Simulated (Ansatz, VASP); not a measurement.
# Ti: VASP beside Ansatz

```
Ti
1.0
     2.95993    0.00000    0.00000
    -1.47997    2.56338    0.00000
     0.00000    0.00000    4.68833
Ti
2
Cartesian
  0.0000 1.7089 1.1721
  1.4800 0.8545 3.5162
```

Alike in both runs: functional revPBE; k mesh 12 × 12 × 7; occupations fermi-dirac, width 0.1 eV; no spin polarisation.

Ansatz relaxed the structure, and its values are those at the end. VASP's run is a single point on that final structure, the one shown.

```csv
,VASP,Ansatz
version,VASP 6.6.1,Ansatz 0.2.0
potentials or method,"VASP PAW PBE potentials, release 64 (Ti_sv), cutoff 520 eV","plane waves (420 eV) with PAW, scalar-relativistic"
valence electrons in the cell,24,24
```

Ansatz gave:

| Property | Result |
| --- | --- |
| pressure (GPa) | 0.0 |

Q: What did VASP give for the same quantities?

A: Pressure (GPa): -0.3.

VASP's potentials were made for PBE, not for revPBE. The functional is the same, so the differences come from potentials, cutoffs and numerics.
